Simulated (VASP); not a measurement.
# Bi2TeSe2 (R3m) in VASP: notebook

Runs on Bi2TeSe2. Level: PBEsol. Tasks: single point.

All numbers are computed with VASP 6.6.1; they aren't measurements. Logs are shortened: lines on timing, memory, paths and dates and some standing lists are left out, and cuts for length are marked.

### Step 1. The cell of the first run

The structure is trigonal, space group R3m (No. 160). The conventional cell has a = 4.244 Å, b = 4.244 Å, c = 30.739 Å, α = 90.00°, β = 90.00°, γ = 120.00°. Bi (site symmetry 3m) has 3 Te at 3.03 Å and 3 Se at 3.12 Å within 4.0 Å. Within 3.8 Å of Bi (site symmetry 3m) lie 6 Se at 2.88 to 3.09 Å. Within 4.0 Å of Te (site symmetry 3m) lie 3 Bi at 3.03 Å and 3 Se at 3.99 Å. Within 4.1 Å of Se (site symmetry 3m) lie 6 Bi at 3.09 to 3.12 Å. Within 3.8 Å of Se (site symmetry 3m) lie 3 Bi at 2.88 Å.

### Step 2. Single point, PBEsol

Input file INCAR:

```
  PREC = Accurate
  ENCUT = 520
  EDIFF = 1E-6
  ISMEAR = 0
  SIGMA = 0.01
  LREAL = False
  LASPH = True
  NELM = 80
  ALGO = Normal
  ISIF = 2
  LWAVE = False
  LCHARG = False
  GGA = PS
  NBANDS = 32
```

Input file KPOINTS:

```
Automatic mesh
0
Gamma
  6 6 6
```

Input file POSCAR:

```
Bi2TeSe2
1.0
   10.5353350000      0.0000000000      0.0000000000
    9.6806722838      4.1566654539      0.0000000000
    9.6806722838      1.9904680231      3.6490964285
Bi Te Se
2 1 2
Direct
    0.6065120000      0.6065120000      0.6065120000
    0.3967910000      0.3967910000      0.3967910000
    0.2149590000      0.2149590000      0.2149590000
    0.0024260000      0.0024260000      0.0024260000
    0.7793120000      0.7793120000      0.7793120000
```

Potentials or basis: VASP PAW PBE potentials, release 64 (Bi_d, Te, Se).

Command:

```bash
cat potpaw_PBE.64/Bi_d/POTCAR potpaw_PBE.64/Te/POTCAR potpaw_PBE.64/Se/POTCAR > POTCAR
mpirun -np 1 vasp_std > vasp.out
```

OUTCAR:

```text
PREC = Accurate
   ENCUT = 520
   EDIFF = 1E-6
   ISMEAR = 0
   LREAL = False
   LASPH = True
   NELM = 80
   ISIF = 2
   GGA = PS

 ion  position               nearest neighbor table
   1  0.607  0.607  0.607-   3 3.03   3 3.03   3 3.03   4 3.12   4 3.12   4 3.12
   2  0.397  0.397  0.397-   5 2.88   5 2.88   5 2.88   4 3.09   4 3.09   4 3.09
   3  0.215  0.215  0.215-   1 3.03   1 3.03   1 3.03
   4  0.002  0.002  0.002-   2 3.09   2 3.09   2 3.09   1 3.12   1 3.12   1 3.12
   5  0.779  0.779  0.779-   2 2.88   2 2.88   2 2.88

  LATTYP: Found a trigonal (rhomboedric) cell.
 ALAT       =    10.5353350000
 COS(alpha) =     0.9188765506

  Lattice vectors:

 A1 = (  10.5353350000,   0.0000000000,   0.0000000000)
 A2 = (   9.6806722838,   4.1566654539,   0.0000000000)
 A3 = (   9.6806722838,   1.9904680231,   3.6490964285)

Analysis of symmetry for initial positions (statically):
=====================================================================
 Subroutine PRICEL returns:
 Original cell was already a primitive cell.

 Routine SETGRP: Setting up the symmetry group for a
 trigonal (rhombohedral) supercell.

 Subroutine GETGRP returns: Found  6 space group operations
 (whereof  6 operations were pure point group operations)
 out of a pool of 12 trial point group operations.

The static configuration has the point symmetry C_3v.

Analysis of symmetry for dynamics (positions and initial velocities):
=====================================================================
 Subroutine PRICEL returns:
 Original cell was already a primitive cell.

 Routine SETGRP: Setting up the symmetry group for a
 trigonal (rhombohedral) supercell.

 Subroutine GETGRP returns: Found  6 space group operations
 (whereof  6 operations were pure point group operations)
 out of a pool of 12 trial point group operations.

The dynamic configuration has the point symmetry C_3v.

 Subroutine INISYM returns: Found  6 space group operations
 (whereof  6 operations are pure point group operations),
 and found     1 'primitive' translations

----------------------------------------------------------------------------------------

                                     Primitive cell

  volume of cell :     159.8007

  direct lattice vectors                    reciprocal lattice vectors
    10.535335000  0.000000000  0.000000000     0.094918671 -0.221060983 -0.131227481
     9.680672284  4.156665454  0.000000000     0.000000000  0.240577456 -0.131227481
     9.680672284  1.990468023  3.649096429     0.000000000  0.000000000  0.274040443

  length of vectors
    10.535335000 10.535335000 10.535335000     0.274040442  0.274040443  0.274040443

  position of ions in fractional coordinates (direct lattice)
     0.606512000  0.606512000  0.606512000
     0.396791000  0.396791000  0.396791000
     0.214959000  0.214959000  0.214959000
     0.002426000  0.002426000  0.002426000
     0.779312000  0.779312000  0.779312000

  ion indices of the primitive-cell ions
   primitive index   ion index
                 1           1
                 2           2
                 3           3
                 4           4
                 5           5

----------------------------------------------------------------------------------------

 KPOINTS: Automatic mesh

Automatic generation of k-mesh.
 Grid dimensions read from file:
 generate k-points for:    6    6    6

 Generating k-lattice:

  Cartesian coordinates                     Fractional coordinates (reciprocal lattice)
     0.015819779 -0.036843497 -0.021871247     0.166666667 -0.000000000 -0.000000000
     0.000000000  0.040096243 -0.021871247     0.000000000  0.166666667  0.000000000
     0.000000000  0.000000000  0.045673407     0.000000000  0.000000000  0.166666667

  Length of vectors
     0.045673407  0.045673407  0.045673407

  Shift w.r.t. Gamma in fractional coordinates (k-lattice)
     0.000000000  0.000000000  0.000000000

 Subroutine IBZKPT returns following result:
 ===========================================

 Found     32 irreducible k-points:

 Following reciprocal coordinates:
            Coordinates               Weight
  0.000000  0.000000  0.000000      1.000000
  0.166667 -0.000000  0.000000      6.000000
  0.333333 -0.000000 -0.000000      6.000000
  0.500000 -0.000000 -0.000000      3.000000
  0.166667  0.166667  0.000000      6.000000
  0.333333  0.166667 -0.000000     12.000000
[... 16 lines left out ...]
  0.500000  0.500000  0.166667      6.000000
 -0.333333  0.500000  0.166667     12.000000
 [... further k-points ...]
   k-points           NKPTS =     32   k-points in BZ     NKDIM =     32   number of bands    NBANDS=     32
   number of dos      NEDOS =    301   number of ions     NIONS =      5
   total plane-waves  NPLWV = 512000
   dimension x,y,z NGX =    80 NGY =   80 NGZ =   80
   dimension x,y,z NGXF=   160 NGYF=  160 NGZF=  160
   ions per type =               2   1   2
   NGX,Y,Z   is equivalent  to a cutoff of  12.62, 12.62, 12.62 a.u.
   NGXF,Y,Z  is equivalent  to a cutoff of  25.25, 25.25, 25.25 a.u.
 SYSTEM =  unknown system
   PREC   = accura    normal or accurate (medium, high low for compatibility)
   ISTART =      0    job   : 0-new  1-cont  2-samecut
   ICHARG =      2    charge: 1-file 2-atom 10-const
   ISPIN  =      1    spin polarized calculation?
   LNONCOLLINEAR =      F non collinear calculations
   LSORBIT =      F    spin-orbit coupling
   LASPH  =      T    aspherical Exc in radial PAW
   ENCUT  =  520.0 eV  38.22 Ry    6.18 a.u.  19.59 19.59 19.59*2*pi/ulx,y,z
   NELM   =     80;   NELMIN=  2; NELMDL= -5     # of ELM steps
   EDIFF  = 0.1E-05   stopping-criterion for ELM
   LREAL  =      F    real-space projection
   EDIFFG = 0.1E-04   stopping-criterion for IOM
   NSW    =      0    number of steps for IOM
   IBRION =     -1    ionic relax: 0-MD 1-quasi-New 2-CG
   NFREE  =      0    steps in history (QN), initial steepest desc. (CG)
   ISIF   =      2    stress and relaxation
   ISYM   =      2    0-nonsym 1-usesym 2-fastsym
   POTIM  = 0.5000    time-step for ionic-motion
   TEBEG  =    0.0;   TEEND  =   0.0 temperature during run
   PSTRESS=    0.0 pullay stress
   NELECT =      48.0000    total number of electrons
   NUPDOWN=      -1.0000    fix difference up-down
   EMIN   =  10.00;   EMAX   =-10.00  energy-range for DOS
   EFERMI =   0.00;   METHOD = LEGACY
   ISMEAR =     0;   SIGMA  =   0.01  broadening in eV -4-tet -1-fermi 0-gaus
   EFERMI_NEDOS =   21; number of points for ismear=-14 and -15
   IALGO  =     38    algorithm
   IMIX   =      4    mixing-type and parameters
     AMIX     =   0.40;   BMIX     =  1.00
     AMIX_MAG =   1.60;   BMIX_MAG =  1.00
  volume/ion in A,a.u.               =      31.96       215.68
  Fermi-wavevector in a.u.,A,eV,Ry     =   1.096383  2.071864 16.354963  1.202056
  Thomas-Fermi vector in A             =   2.232724
   LORBIT       =      0    0 simple, 1 ext, 2 COOP (PROOUT), +10 PAW based schemes
   GGA     = PS    functional components
   LHFCALC =     F    Hartree Fock is set to
   AEXX    =    0.0000 exact exchange contribution
   IVDW    =     0    specifies the selected vdW correction
   LEPSILON=     F    determine dielectric tensor
   LRPA    =     F    only Hartree local field effects (RPA)
 non-spin polarized calculation
 Gauss-broadening in eV      SIGMA  =   0.01
  energy-cutoff  :      520.00
  volume of cell :      159.80
 maximum number of plane-waves:      4330
 NGX is ok and might be reduce to    80
   NGX = 39   NGY = 39   NGZ = 39

 number of electron      48.0000001 magnetization

 Free energy of the ion-electron system (eV)
  ---------------------------------------------------
  ext. energy  EPLUGINS =         0.00000000
  ---------------------------------------------------
  free energy    TOTEN  =       -21.45215751 eV

  energy without entropy =      -21.45215751  energy(sigma->0) =      -21.45215751

 E-fermi :   4.4601     XC(G=0):  -9.3032

 val. band max:        4.3257058971   @ k =   0.0000   0.0000   0.0000
 cond. band min:       4.8405641232   @ k =   0.0000   0.0000   0.0000
 fundamental gap:      0.5148582261
 Fermi energy:         4.4601307627

 k-point     1 :       0.0000    0.0000    0.0000
  band No.  band energies     occupation
      1     -18.4046      2.00000
      2     -18.4037      2.00000
      3     -18.4037      2.00000
      4     -18.3923      2.00000
      5     -18.3923      2.00000
      6     -18.3345      2.00000
[... 24 lines left out ...]
     31      10.3052      0.00000
     32      11.0441      0.00000

 k-point     2 :       0.1667   -0.0000    0.0000
  band No.  band energies     occupation
      1     -18.4080      2.00000
      2     -18.4011      2.00000
      3     -18.4002      2.00000
      4     -18.3940      2.00000
      5     -18.3913      2.00000
      6     -18.3364      2.00000
[... 24 lines left out ...]
     31       9.5901      0.00000
     32      10.4144      0.00000

 k-point     3 :       0.3333   -0.0000   -0.0000
  band No.  band energies     occupation
      1     -18.4168      2.00000
      2     -18.4003      2.00000
      3     -18.3983      2.00000
      4     -18.3911      2.00000
      5     -18.3840      2.00000
      6     -18.3419      2.00000
[... 24 lines left out ...]
     31       8.8591      0.00000
     32      10.7425      0.00000

 k-point     4 :       0.5000   -0.0000   -0.0000
  band No.  band energies     occupation
      1     -18.4214      2.00000
      2     -18.4016      2.00000
      3     -18.3986      2.00000
      4     -18.3878      2.00000
      5     -18.3792      2.00000
      6     -18.3451      2.00000
[... 654 lines left out ...]
     31       9.0484      0.00000
     32      11.0644      0.00000

 k-point    23 :       0.5000    0.5000    0.1667
  band No.  band energies     occupation
      1     -18.4168      2.00000
      2     -18.4003      2.00000
      3     -18.3983      2.00000
      4     -18.3911      2.00000
      5     -18.3840      2.00000
      6     -18.3419      2.00000
[... 24 lines left out ...]
     31       8.8154      0.00000
     32      10.4475      0.00000

 k-point    24 :      -0.3333    0.5000    0.1667
  band No.  band energies     occupation
      1     -18.4167      2.00000
      2     -18.4016      2.00000
      3     -18.3979      2.00000
      4     -18.3902      2.00000
      5     -18.3821      2.00000
      6     -18.3402      2.00000
[... 24 lines left out ...]
     31       9.1758      0.00000
     32      10.6276      0.00000

 [... further k-points ...]

------------------------ aborting loop because EDIFF is reached ----------------------------------------

  FORCE on cell =-STRESS in cart. coord.  units (eV):
  Direction    XX          YY          ZZ          XY          YZ          ZX
  --------------------------------------------------------------------------------------
  -------------------------------------------------------------------------------------
  Total       -1.3967437     -1.4305844     -1.4315518      0.0072652      0.0008868      0.0043128
  in kB      -14.0038852    -14.3431749    -14.3528743      0.0728417      0.0088908      0.0432407
  external PRESSURE =     -14.2333115 kB  Pullay stress =       0.0000000 kB

 VOLUME and BASIS-vectors are now :
 -----------------------------------------------------------------------------
  energy-cutoff  :      520.00
  volume of cell :      159.80
      direct lattice vectors                 reciprocal lattice vectors
    10.535335000  0.000000000  0.000000000     0.094918671 -0.221060983 -0.131227481
     9.680672284  4.156665454  0.000000000     0.000000000  0.240577456 -0.131227481
     9.680672284  1.990468023  3.649096429     0.000000000  0.000000000  0.274040443

 POSITION                                       TOTAL-FORCE (eV/Angst)
 -----------------------------------------------------------------------------------
     18.13269      3.72831      2.21322         0.104553      0.021497      0.012761
     11.86273      2.43913      1.44793        -0.113410     -0.023318     -0.013842
      6.42656      1.32138      0.78441        -0.002575     -0.000529     -0.000314
      0.07253      0.01491      0.00885        -0.035826     -0.007366     -0.004373
     23.29884      4.79053      2.84378         0.047258      0.009717      0.005768
 -----------------------------------------------------------------------------------
    total drift:                               -0.001398     -0.000287     -0.000171

  FREE ENERGIE OF THE ION-ELECTRON SYSTEM (eV)
  ---------------------------------------------------
  free  energy   TOTEN  =       -21.4521575128 eV

  energy  without entropy=      -21.4521575128  energy(sigma->0) =      -21.45215751
```

Run time: 15 min. Hardware: 1 thread of Intel Xeon Platinum 8488C (Sapphire Rapids), shared host; peak memory 0.99 GiB.

Results:

| Property | Result |
| --- | --- |
| Free energy | -21.4522 eV |
| Pressure | -1.4 GPa |
| Largest force | 0.117 eV/Å |
| Band gap on the k mesh | 0.51 eV, direct |

Forces on the atoms (eV/Å):
```
Bi   0.105  0.021  0.013
Bi  -0.113 -0.023 -0.014
Te  -0.003 -0.001  0.000
Se  -0.036 -0.007 -0.004
Se   0.047  0.010  0.006
```

Levels at points of the mesh, in eV from the valence-band top:
| k point | band 22 | band 23 | band 24 | band 25 | band 26 | band 27 |
| --- | --- | --- | --- | --- | --- | --- |
| (0.00, 0.00, 0.00) | -0.54 | -0.54 | 0.00 | 0.51 | 1.60 | 1.60 |
| (0.50, 0.00, 0.00) | -1.56 | -0.83 | -0.46 | 1.13 | 2.20 | 2.99 |
| (0.50, 0.50, 0.00) | -1.34 | -1.06 | -0.84 | 1.62 | 1.99 | 2.62 |
| (0.50, 0.50, 0.50) | -0.61 | -0.61 | -0.31 | 0.80 | 1.77 | 1.77 |

Caveat: the PAW data sets were made with another functional, which shifts forces and pressure a little; spin-orbit coupling is left out, which moves the levels of the heavy elements.

### Step 3. Single point, PBEsol

Input file INCAR:

```
SYSTEM = Bi2TeSe2
  ALGO = Normal
  EDIFF = 1E-6
  ENCUT = 520
  GGA = PS
  ISIF = 2
  ISMEAR = 0
  LASPH = .True.
  LCHARG = .False.
  LREAL = .False.
  LWAVE = .False.
  NBANDS = 32
  NELM = 80
  PREC = Accurate
  SIGMA = 0.01
```

Input file KPOINTS:

```
k-points
0
Gamma
  6 6 6
  0 0 0
```

POSCAR is that of step 2.

Potentials or basis: VASP PAW PBE potentials, release 64 (Bi_d, Te, Se).

Command:

```bash
cat potpaw_PBE.64/Bi_d/POTCAR potpaw_PBE.64/Te/POTCAR potpaw_PBE.64/Se/POTCAR > POTCAR
mpirun -np 1 vasp_std > vasp.out
```

It took 13 min on 1 thread of Intel Xeon Platinum 8488C (Sapphire Rapids), shared host; peak memory 1 GiB.

Results (log left out):

* Free energy: -21.4522 eV
* Pressure: -1.4 GPa
* Largest force: 0.117 eV/Å
* Band gap on the k mesh: 0.51 eV, direct

Forces in eV/Å, atoms in the order of the input:
```
Bi   0.105  0.021  0.013
Bi  -0.113 -0.023 -0.014
Te  -0.003 -0.001  0.000
Se  -0.036 -0.007 -0.004
Se   0.047  0.010  0.006
```

Levels at points of the mesh, in eV from the valence-band top:
```tsv
k point	band 22	band 23	band 24	band 25	band 26	band 27
(0.00, 0.00, 0.00)	-0.54	-0.54	0.00	0.51	1.60	1.60
(0.50, 0.00, 0.00)	-1.56	-0.83	-0.46	1.13	2.20	2.99
(0.50, 0.50, 0.00)	-1.34	-1.06	-0.84	1.62	1.99	2.62
(0.50, 0.50, 0.50)	-0.61	-0.61	-0.31	0.80	1.77	1.77
```

Caveat: the PAW data sets were made with another functional, which shifts forces and pressure a little; spin-orbit coupling is left out, which moves the levels of the heavy elements. PBEsol gaps usually lie below the measured ones, often by a third to a half.
